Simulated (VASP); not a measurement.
ZrC:

```
Zr C
1.0
     3.39148    0.00000    0.00000
    -1.69574    2.93710    0.00000
     0.00000    0.00000    5.29005
Zr C
2 2
Direct
  0.33333 0.66667 0.25000
  0.66667 0.33333 0.75000
  0.00000 0.00000 0.00000
  0.00000 0.00000 0.50000
```

```yaml
Program: VASP 6.6.1
Task: relaxation of cell and atoms
Functional: PBEsol
Potentials_or_basis: VASP PAW PBE potentials, release 64 (Zr_sv, C)
Cutoff: 600 eV
k_mesh: 8 × 8 × 4
Occupations: methfessel-paxton, width 0.05 eV
Spin: no spin polarisation
```

At the start: pressure -7.6 GPa; volume 13.17 Å³/atom.

Problem. How do energy, volume and symmetry change on relaxing?

Solution. Over 6 steps the energy falls by 12.1 meV/atom and the volume is 12.72 Å³/atom (-3.4 %); space group P6_3/mmc (No. 194, to 0.1 Å) before and after.

Step by step:
| step | energy change (eV) | largest force (eV/Å) | pressure (GPa) | volume (Å³) |
| --- | --- | --- | --- | --- |
| 1 | 0.0000 | 0.0000 | -7.57 | 52.69 |
| 2 | 0.0750 | 0.0000 | 14.81 | 48.09 |
| 3 | -0.0466 | 0.0000 | 0.05 | 50.88 |
| 4 | -0.0466 | 0.0000 | 0.21 | 50.84 |
| 5 | -0.0484 | 0.0000 | 0.08 | 50.87 |
| 6 | -0.0485 | 0.0000 | 0.04 | 50.88 |

Final structure:
```
CELL_PARAMETERS angstrom
3.33716 0.00000 0.00000
-1.66858 2.89007 0.00000
0.00000 0.00000 5.27522
ATOMIC_POSITIONS crystal
Zr 0.33333 0.66667 0.25000
Zr 0.66667 0.33333 0.75000
C 0.00000 0.00000 0.00000
C 0.00000 0.00000 0.50000
```

Caveat: the PAW data sets were made with another functional, which shifts forces and pressure a little.
